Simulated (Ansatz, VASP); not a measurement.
**TaN: VASP beside Ansatz**

Contents of INCAR:

```
PREC = Accurate
ENCUT = 520
EDIFF = 1E-6
ISMEAR = 0
SIGMA = 0.05
LREAL = F
LASPH = T
NELM = 60
ALGO = Normal
ISIF = 2
LWAVE = F
LCHARG = F
ISPIN = 2
MAGMOM = 0.06 0
LORBIT = 11
LMAXMIX = 4
GGA = PS
NBANDS = 19
```

File KPOINTS:

```
Automatic mesh
0
Gamma
  7 7 7
```

POSCAR

```
TaN
1.0
    0.0000000000      2.1790013100      2.1790013100
    2.1790013100      0.0000000000      2.1790013100
    2.1790013100      2.1790013100      0.0000000000
Ta N
1 1
Direct
    0.5000000000      0.5000000000      0.5000000000
    0.0000000000      0.0000000000      0.0000000000
```

input.yaml

```yaml
crystal:
  lattice:
    - [0.0, 2.17900131, 2.17900131]
    - [2.17900131, 0.0, 2.17900131]
    - [2.17900131, 2.17900131, 0.0]
  atoms:
    - { symbol: Ta, position: [0.5, 0.5, 0.5], spin: 0.06 }
    - { symbol: "N", position: [0.0, 0.0, 0.0] }
hamiltonian:
  xc: pbesol
  pseudopotentials: { kind: paw }
magnetization:
  spin_polarized: true
kpoints:
  mp_grid: { grid: [7, 7, 7] }
scf:
  occupations: { method: gaussian, width: 0.05 }
output:
  forces: true
  stress: true
  eigenvalues: true
  write_density: true
  write_potential: true
  elf: true
  volumetric_format: npy
```

Alike in both runs: task single point; functional PBEsol; k mesh 7 × 7 × 7; occupations gaussian, width 0.05 eV; collinear spin, random start.

|  | VASP | Ansatz |
| --- | --- | --- |
| version | VASP 6.6.1 | Ansatz 0.2.0 |
| potentials or method | VASP PAW PBE potentials, release 64 (Ta_pv, N) | Ansatz PAW |
| plane-wave cutoff (eV) | 520 | 420 |
| valence electrons in the cell | 16 | 18 |

VASP gave:

| Quantity | Value |
| --- | --- |
| gap on the k mesh at the Fermi level (eV) | none |
| pressure (GPa) | 5.3 |
| net moment per atom (μB) | 0.00 |

Problem. Estimate Ansatz's values.

Solution. gap on the k mesh at the Fermi level (eV): none; pressure (GPa): 4.3; net moment per atom (μB): 0.00.

VASP's potentials were made for PBE, not for PBEsol. A gap of «none» marks a metal or a gap that the smearing closes. VASP's potentials hold 16 valence electrons a cell and Ansatz's 18, so a difference there can come from the potentials and not from the codes.

Neither program's run includes spin-orbit coupling.
